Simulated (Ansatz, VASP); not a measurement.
# One calculation of LaCo2Cu2, two programs

File POSCAR:

```
LaCo2Cu2
1.0
    0.0000000000      3.8136430000      0.0000000000
    3.8136430000      0.0000000000      0.0000000000
    1.9068220000      1.9068220000     -5.3870110000
La Co Cu
1 2 2
Direct
    0.0000000000      0.0000000000      0.0000000000
    0.7500000000      0.2500000000      0.5000000000
    0.2500000000      0.7500000000      0.5000000000
    0.3750000000      0.3750000000      0.2500000000
    0.6250000000      0.6250000000      0.7500000000
```

File INCAR.step1:

```
SYSTEM = LaCo2Cu2
ALGO = Normal ; EDIFF = 1E-4
ENCUT = 520 ; GGA = PE
ISMEAR = -1 ; LASPH = .TRUE.
LCHARG = .FALSE. ; LREAL = .FALSE.
LWAVE = .TRUE. ; NBANDS = 34
NELM = 100 ; PREC = Accurate
SIGMA = 0.1
```

INCAR.step2

```
SYSTEM = LaCo2Cu2
ALGO = Normal ; EDIFF = 1E-6
ENCUT = 520 ; ISIF = 2
ISMEAR = -1 ; ISTART = 1
LASPH = .TRUE. ; LCHARG = .FALSE.
LMIXTAU = .TRUE. ; LREAL = .FALSE.
LWAVE = .FALSE. ; METAGGA = R2SCAN
NBANDS = 34 ; NELM = 100
PREC = Accurate ; SIGMA = 0.1
```

The input KPOINTS:

```
k-points
0
G
  9 9 9
  0 0 0
```

Input for Ansatz:

```yaml
crystal:
  lattice:
    - [0.0, 3.813643, 0.0]
    - [3.813643, 0.0, 0.0]
    - [1.906822, 1.906822, -5.387011]
  atoms:
    - { symbol: La, position: [0.0, 0.0, 0.0] }
    - { symbol: Co, position: [0.75, 0.25, 0.5] }
    - { symbol: Co, position: [0.25, 0.75, 0.5] }
    - { symbol: Cu, position: [0.375, 0.375, 0.25] }
    - { symbol: Cu, position: [0.625, 0.625, 0.75] }
  symmetry: { tolerance: 0.0003 }
kpoints:
  mp_grid: { grid: [9, 9, 9], shift: [0, 0, 0] }
  band_path:
    path:
      - [0.0, 0.0, 0.0]
      - [0.5, 0.5, 0.5]
      - [0.5, 0.5, 0.25]
      - [0.0, 0.5, 0.0]
      - [0.0, 0.0, 0.0]
      - [0.0, 0.0, -0.5]
      - [0.0, 0.43735385, -0.28132307]
      - [0.0, 0.56264615, 0.28132307]
      - [0.0, 0.0, 0.0]
      - [0.5, 0.5, 0.5]
      - [0.43735385, 0.56264615, 0.5]
    npoints: 6
magnetization:
  spin_polarized: false
scf:
  occupations: { method: fermi_dirac }
  lower_state_search: "off"
  max_iter: 200
hamiltonian:
  pseudopotentials: { kind: paw }
  xc: r2scan
basis:
  ecutwfc: 500
  fft_grid_basis: typed
output:
  forces: true
  stress: true
  eigenvalues: true
  bader: true
  populations: true
  elf: true
  write_potential: true
  volumetric_format: npy
  dos:
    e_range: [-12, 8]
    de: 0.05
    projected: { site_lists: { Co: [Co], Cu: [Cu], La: [La] } }
checkpoint:
  read: saved_state
```

Alike in both runs: task single point; functional r2SCAN; k mesh 9 × 9 × 9; no spin polarisation.

```csv
,VASP,Ansatz
version,VASP 6.6.1,Ansatz 0.2.0
potentials or method,"VASP PAW PBE potentials, release 64 (La, Co, Cu), cutoff 520 eV",PAW plane waves
occupations,"fermi-dirac, width 0.1 eV",fermi-dirac
valence electrons in the cell,51,83
```

VASP gave:

```
pressure (GPa)                                                : 2.6
traceless stress, the component that is largest in VASP (GPa) : -3.26
rms of the force components (eV/Å)                            : 0.285
```

Problem. Estimate Ansatz's values.

Solution. Pressure (GPa): 2.5; traceless stress, the component that is largest in VASP (GPa): -3.10; rms of the force components (eV/Å): 0.279.

VASP's potentials were made for PBE, not for r2SCAN. Atom by atom the forces differ by 0.007 eV/Å (rms over components). VASP's potentials hold 51 valence electrons a cell and Ansatz's 83, so a difference there can come from the potentials and not from the codes.

Neither program's run includes spin-orbit coupling.
